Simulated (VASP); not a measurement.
# ZnSe (Stilleite) (F-43m) in VASP: a series of runs

ZnSe (Stilleite) is run at these levels: LDA, r2SCAN; tasks: relaxation of cell and atoms, relaxation of the atoms.

All numbers are computed with VASP 6.6.1; they aren't measurements. Logs are shortened: lines on timing, memory, paths and dates and some standing lists are left out, and cuts for length are marked.

## Step 1: The cell of the first run

It takes space group F-43m (No. 216, cubic). The conventional cell has a = 5.668 Å, b = 5.668 Å, c = 5.668 Å, α = 90.00°, β = 90.00°, γ = 90.00°. Within 3.2 Å of Zn (site symmetry -43m) lie 4 Se at 2.45 Å. Within 3.2 Å of Se (site symmetry -43m) lie 4 Zn at 2.45 Å.

## Step 2: Relaxation of cell and atoms, LDA

Contents of INCAR:

```
SYSTEM = ZnSe
PREC = Accurate ; ENCUT = 600
EDIFF = 1E-7 ; ISMEAR = -1
SIGMA = 0.02 ; LREAL = .False.
LASPH = .True. ; NELM = 80
ALGO = Normal ; ISIF = 3
LWAVE = .False. ; LCHARG = .False.
GGA = CA ; IBRION = 2
NSW = 80 ; EDIFFG = -0.01
```

Contents of KPOINTS:

```
regular mesh
0
Gamma
  8 8 8
  0 0 0
```

Contents of POSCAR:

```
ZnSe
1.0
    0.0000000000      2.8338000000      2.8338000000
    2.8338000000      0.0000000000      2.8338000000
    2.8338000000      2.8338000000      0.0000000000
Zn Se
1 1
Direct
    0.0000000000      0.0000000000      0.0000000000
    0.2500000000      0.2500000000      0.2500000000
```

Potentials or basis: VASP PAW LDA potentials, release 64 (Zn, Se).

Run with:

```bash
$ cat potpaw_LDA.64/Zn/POTCAR potpaw_LDA.64/Se/POTCAR > POTCAR
$ mpirun -np 1 vasp_std > vasp.out
```

OUTCAR:

```text
SYSTEM = ZnSe
   PREC = Accurate
   ENCUT = 600
   EDIFF = 1E-7
   ISMEAR = -1
   LREAL = .False.
   LASPH = .True.
   NELM = 80
   ISIF = 3
   GGA = CA
   IBRION = 2
   NSW = 80
   EDIFFG = -0.01

 ion  position               nearest neighbor table
   1  0.000  0.000  0.000-   2 2.45   2 2.45   2 2.45   2 2.45
   2  0.250  0.250  0.250-   1 2.45   1 2.45   1 2.45   1 2.45

  LATTYP: Found a face centered cubic cell.
 ALAT       =     5.6676000000

  Lattice vectors:

 A1 = (   0.0000000000,   2.8338000000,   2.8338000000)
 A2 = (   2.8338000000,   0.0000000000,   2.8338000000)
 A3 = (   2.8338000000,   2.8338000000,   0.0000000000)

Analysis of symmetry for initial positions (statically):
=====================================================================
 Subroutine PRICEL returns:
 Original cell was already a primitive cell.

 Routine SETGRP: Setting up the symmetry group for a
 face centered cubic supercell.

 Subroutine GETGRP returns: Found 24 space group operations
 (whereof 24 operations were pure point group operations)
 out of a pool of 48 trial point group operations.

The static configuration has the point symmetry T_d .

Analysis of symmetry for dynamics (positions and initial velocities):
=====================================================================
 Subroutine PRICEL returns:
 Original cell was already a primitive cell.

 Routine SETGRP: Setting up the symmetry group for a
 face centered cubic supercell.

 Subroutine GETGRP returns: Found 24 space group operations
 (whereof 24 operations were pure point group operations)
 out of a pool of 48 trial point group operations.

The dynamic configuration has the point symmetry T_d .

 Subroutine INISYM returns: Found 24 space group operations
 (whereof 24 operations are pure point group operations),
 and found     1 'primitive' translations

----------------------------------------------------------------------------------------

                                     Primitive cell

  volume of cell :      45.5132

  direct lattice vectors                    reciprocal lattice vectors
     0.000000000  2.833800000  2.833800000    -0.176441527  0.176441527  0.176441527
     2.833800000  0.000000000  2.833800000     0.176441527 -0.176441527  0.176441527
     2.833800000  2.833800000  0.000000000     0.176441527  0.176441527 -0.176441527

  length of vectors
     4.007598393  4.007598393  4.007598393     0.305605690  0.305605690  0.305605690

  position of ions in fractional coordinates (direct lattice)
     0.000000000  0.000000000  0.000000000
     0.250000000  0.250000000  0.250000000

  ion indices of the primitive-cell ions
   primitive index   ion index
                 1           1
                 2           2

----------------------------------------------------------------------------------------

 KPOINTS: regular mesh

Automatic generation of k-mesh.
 Grid dimensions read from file:
 generate k-points for:    8    8    8

 Generating k-lattice:

  Cartesian coordinates                     Fractional coordinates (reciprocal lattice)
    -0.022055191  0.022055191  0.022055191     0.125000000  0.000000000  0.000000000
     0.022055191 -0.022055191  0.022055191     0.000000000  0.125000000  0.000000000
     0.022055191  0.022055191 -0.022055191     0.000000000  0.000000000  0.125000000

  Length of vectors
     0.038200711  0.038200711  0.038200711

  Shift w.r.t. Gamma in fractional coordinates (k-lattice)
     0.000000000  0.000000000  0.000000000

 Subroutine IBZKPT returns following result:
 ===========================================

 Found     29 irreducible k-points:

 Following reciprocal coordinates:
            Coordinates               Weight
  0.000000  0.000000  0.000000      1.000000
  0.125000  0.000000  0.000000      8.000000
  0.250000  0.000000  0.000000      8.000000
  0.375000  0.000000  0.000000      8.000000
  0.500000  0.000000  0.000000      4.000000
  0.125000  0.125000  0.000000      6.000000
[... 16 lines left out ...]
  0.500000  0.250000  0.125000     48.000000
 -0.375000  0.250000  0.125000     24.000000
 [... further k-points ...]
   k-points           NKPTS =     29   k-points in BZ     NKDIM =     29   number of bands    NBANDS=     13
   number of dos      NEDOS =    301   number of ions     NIONS =      2
   total plane-waves  NPLWV =  32768
   dimension x,y,z NGX =    32 NGY =   32 NGZ =   32
   dimension x,y,z NGXF=    64 NGYF=   64 NGZF=   64
   ions per type =               1   1
   NGX,Y,Z   is equivalent  to a cutoff of  13.27, 13.27, 13.27 a.u.
   NGXF,Y,Z  is equivalent  to a cutoff of  26.55, 26.55, 26.55 a.u.
 SYSTEM =  ZnSe
   PREC   = accura    normal or accurate (medium, high low for compatibility)
   ISTART =      0    job   : 0-new  1-cont  2-samecut
   ICHARG =      2    charge: 1-file 2-atom 10-const
   ISPIN  =      1    spin polarized calculation?
   LNONCOLLINEAR =      F non collinear calculations
   LSORBIT =      F    spin-orbit coupling
   LASPH  =      T    aspherical Exc in radial PAW
   ENCUT  =  600.0 eV  44.10 Ry    6.64 a.u.   8.00  8.00  8.00*2*pi/ulx,y,z
   NELM   =     80;   NELMIN=  2; NELMDL= -5     # of ELM steps
   EDIFF  = 0.1E-06   stopping-criterion for ELM
   LREAL  =      F    real-space projection
   EDIFFG = -.1E-01   stopping-criterion for IOM
   NSW    =     80    number of steps for IOM
   IBRION =      2    ionic relax: 0-MD 1-quasi-New 2-CG
   NFREE  =      1    steps in history (QN), initial steepest desc. (CG)
   ISIF   =      3    stress and relaxation
   ISYM   =      2    0-nonsym 1-usesym 2-fastsym
   POTIM  = 0.5000    time-step for ionic-motion
   TEBEG  =    0.0;   TEEND  =   0.0 temperature during run
   PSTRESS=    0.0 pullay stress
   NELECT =      18.0000    total number of electrons
   NUPDOWN=      -1.0000    fix difference up-down
   EMIN   =  10.00;   EMAX   =-10.00  energy-range for DOS
   EFERMI =   0.00;   METHOD = LEGACY
   ISMEAR =    -1;   SIGMA  =   0.02  broadening in eV -4-tet -1-fermi 0-gaus
   EFERMI_NEDOS =   21; number of points for ismear=-14 and -15
   IALGO  =     38    algorithm
   IMIX   =      4    mixing-type and parameters
     AMIX     =   0.40;   BMIX     =  1.00
     AMIX_MAG =   1.60;   BMIX_MAG =  1.00
  volume/ion in A,a.u.               =      22.76       153.57
  Fermi-wavevector in a.u.,A,eV,Ry     =   1.201673  2.270834 19.647073  1.444019
  Thomas-Fermi vector in A             =   2.337476
   LORBIT       =      0    0 simple, 1 ext, 2 COOP (PROOUT), +10 PAW based schemes
   GGA     = CA    functional components
   LHFCALC =     F    Hartree Fock is set to
   AEXX    =    0.0000 exact exchange contribution
   IVDW    =     0    specifies the selected vdW correction
   LEPSILON=     F    determine dielectric tensor
   LRPA    =     F    only Hartree local field effects (RPA)
 conjugate gradient relaxation of ions
 non-spin polarized calculation
  energy-cutoff  :      600.00
  volume of cell :       45.51
 maximum number of plane-waves:      1540
   NGX = 17   NGY = 17   NGZ = 17

--------------------------------------- Ionic step        1  -------------------------------------------

 number of electron      17.9999993 magnetization

 Free energy of the ion-electron system (eV)
  ---------------------------------------------------
  ext. energy  EPLUGINS =         0.00000000
  ---------------------------------------------------
  free energy    TOTEN  =        -7.35030487 eV

  energy without entropy =       -7.35030487  energy(sigma->0) =       -7.35030487

------------------------ aborting loop because EDIFF is reached ----------------------------------------

  FORCE on cell =-STRESS in cart. coord.  units (eV):
  Direction    XX          YY          ZZ          XY          YZ          ZX
  --------------------------------------------------------------------------------------
  -------------------------------------------------------------------------------------
  Total       -0.8858756     -0.8858756     -0.8858756     -0.0000000      0.0000000      0.0000000
  in kB      -31.1849983    -31.1849983    -31.1849983     -0.0000000      0.0000000      0.0000000
  external PRESSURE =     -31.1849983 kB  Pullay stress =       0.0000000 kB

 VOLUME and BASIS-vectors are now :
 -----------------------------------------------------------------------------
  energy-cutoff  :      600.00
  volume of cell :       45.51
      direct lattice vectors                 reciprocal lattice vectors
     0.000000000  2.833800000  2.833800000    -0.176441527  0.176441527  0.176441527
     2.833800000  0.000000000  2.833800000     0.176441527 -0.176441527  0.176441527
     2.833800000  2.833800000  0.000000000     0.176441527  0.176441527 -0.176441527
[... 37 lines left out ...]
 POSITION                                       TOTAL-FORCE (eV/Angst)
 -----------------------------------------------------------------------------------
      5.54649      5.54649      5.54649        -0.000000      0.000000      0.000000
      1.38662      1.38662      1.38662         0.000000     -0.000000     -0.000000
 -----------------------------------------------------------------------------------
    total drift:                                0.000000      0.000000      0.000001

  FREE ENERGIE OF THE ION-ELECTRON SYSTEM (eV)
  ---------------------------------------------------
  free  energy   TOTEN  =        -7.3698076253 eV

  energy  without entropy=       -7.3698076253  energy(sigma->0) =       -7.36980763

--------------------------------------- Ionic step        3  -------------------------------------------

 number of electron      17.9999991 magnetization

 Free energy of the ion-electron system (eV)
  ---------------------------------------------------
  ext. energy  EPLUGINS =         0.00000000
  ---------------------------------------------------
  free energy    TOTEN  =        -7.37233443 eV

  energy without entropy =       -7.37233443  energy(sigma->0) =       -7.37233443

 E-fermi :   2.3255     XC(G=0):  -9.9171

 val. band max:        1.9486435584   @ k =   0.0000   0.0000   0.0000
 cond. band min:       3.2189832947   @ k =   0.0000   0.0000   0.0000
 fundamental gap:      1.2703397363
 Fermi energy:         2.3254975954

 k-point     1 :       0.0000    0.0000    0.0000
  band No.  band energies     occupation
      1     -11.6659      2.00000
      2      -4.9186      2.00000
      3      -4.9186      2.00000
      4      -4.9186      2.00000
      5      -4.5146      2.00000
      6      -4.5146      2.00000
      7       1.9486      2.00000
      8       1.9486      2.00000
      9       1.9486      2.00000
     10       3.2190      0.00000
     11       7.6337      0.00000
     12       7.6337      0.00000
     13       7.6337      0.00000

 k-point     2 :       0.1250    0.0000    0.0000
  band No.  band energies     occupation
      1     -11.5549      2.00000
      2      -4.9145      2.00000
      3      -4.9013      2.00000
      4      -4.9013      2.00000
      5      -4.5163      2.00000
      6      -4.5163      2.00000
      7       0.5423      2.00000
      8       1.7800      2.00000
      9       1.7800      2.00000
     10       4.2376      0.00000
     11       7.5925      0.00000
[... 339 lines left out ...]
 k-point    24 :      -0.3750    0.2500    0.1250
  band No.  band energies     occupation
      1     -10.6379      2.00000
      2      -4.8103      2.00000
      3      -4.7660      2.00000
      4      -4.5546      2.00000
      5      -4.5075      2.00000
      6      -4.2778      2.00000
      7      -3.2885      2.00000
      8      -0.6762      2.00000
      9       0.3403      2.00000
     10       6.1892      0.00000
     11       7.3129      0.00000
     12       9.3766      0.00000
     13      10.6338      0.00000

 [... further k-points ...]

------------------------ aborting loop because EDIFF is reached ----------------------------------------

  FORCE on cell =-STRESS in cart. coord.  units (eV):
  Direction    XX          YY          ZZ          XY          YZ          ZX
  --------------------------------------------------------------------------------------
  -------------------------------------------------------------------------------------
  Total       -0.0005150     -0.0005150     -0.0005150      0.0000000      0.0000000     -0.0000000
  in kB       -0.0190351     -0.0190351     -0.0190351      0.0000000      0.0000000     -0.0000000
  external PRESSURE =      -0.0190351 kB  Pullay stress =       0.0000000 kB

 VOLUME and BASIS-vectors are now :
 -----------------------------------------------------------------------------
  energy-cutoff  :      600.00
  volume of cell :       43.34
      direct lattice vectors                 reciprocal lattice vectors
    -0.000000000  2.788054960  2.788054960    -0.179336493  0.179336493  0.179336493
     2.788054960  0.000000000  2.788054960     0.179336493 -0.179336493  0.179336493
     2.788054960  2.788054960  0.000000000     0.179336493  0.179336493 -0.179336493

 POSITION                                       TOTAL-FORCE (eV/Angst)
 -----------------------------------------------------------------------------------
      0.00000      0.00000      0.00000         0.000000     -0.000000     -0.000000
      1.39403      1.39403      1.39403        -0.000000      0.000000      0.000000
 -----------------------------------------------------------------------------------
    total drift:                                0.000000      0.000000      0.000000

  FREE ENERGIE OF THE ION-ELECTRON SYSTEM (eV)
  ---------------------------------------------------
  free  energy   TOTEN  =        -7.3723344279 eV

  energy  without entropy=       -7.3723344279  energy(sigma->0) =       -7.37233443

 reached required accuracy - stopping structural energy minimisation
```

Wall time 17 s (1 thread of Intel Xeon 6975P-C (Granite Rapids), shared host); peak memory 0.17 GiB.

Results:

| Property | Result |
| --- | --- |
| Free energy | -7.3723 eV |
| Relaxed volume | 21.67 Å³/atom |
| Relaxed cell | a = 3.943 Å, b = 3.943 Å, c = 3.943 Å, α = 60.00°, β = 60.00°, γ = 60.00° |
| Space group after relaxing (to 0.05 Å) | F-43m (No. 216) |
| Energy gained by relaxing | 11.0 meV/atom |
| Ionic steps | 3 |
| Pressure after relaxing | 0.0 GPa |
| Band gap on the k mesh | 1.27 eV, direct |

The path:
| step | energy change (eV) | largest force (eV/Å) | pressure (GPa) | volume (Å³) |
| --- | --- | --- | --- | --- |
| 1 | 0.0000 | 0.0000 | -3.12 | 45.51 |
| 2 | -0.0195 | 0.0000 | 1.17 | 42.66 |
| 3 | -0.0220 | 0.0000 | 0.00 | 43.34 |

Final structure:
```yaml
crystal:
  lattice:
    - [0.00000, 2.78805, 2.78805]
    - [2.78805, 0.00000, 2.78805]
    - [2.78805, 2.78805, 0.00000]
  atoms:
    - { symbol: Zn, position: [0.00000, 0.00000, 0.00000] }
    - { symbol: Se, position: [0.25000, 0.25000, 0.25000] }
```

Levels at points of the mesh, in eV from the valence-band top:
```
           k point  band 5  band 6  band 7  band 8  band 9  band 10  band 11  band 12  band 13
(0.00, 0.00, 0.00)   -6.46   -6.46    0.00    0.00    0.00     1.27     5.69     5.69     5.69
(0.50, 0.00, 0.00)   -6.44   -6.29   -5.61   -0.95   -0.95     2.46     6.27     6.27     8.48
(0.50, 0.50, 0.00)   -6.41   -6.26   -5.05   -2.38   -2.38     2.70     3.32    10.89    11.43
```

LDA gaps usually lie below the measured ones, often by a third to a half. Zero-point motion and thermal expansion aren't in these numbers.

(Continued in part 2 of 2.)
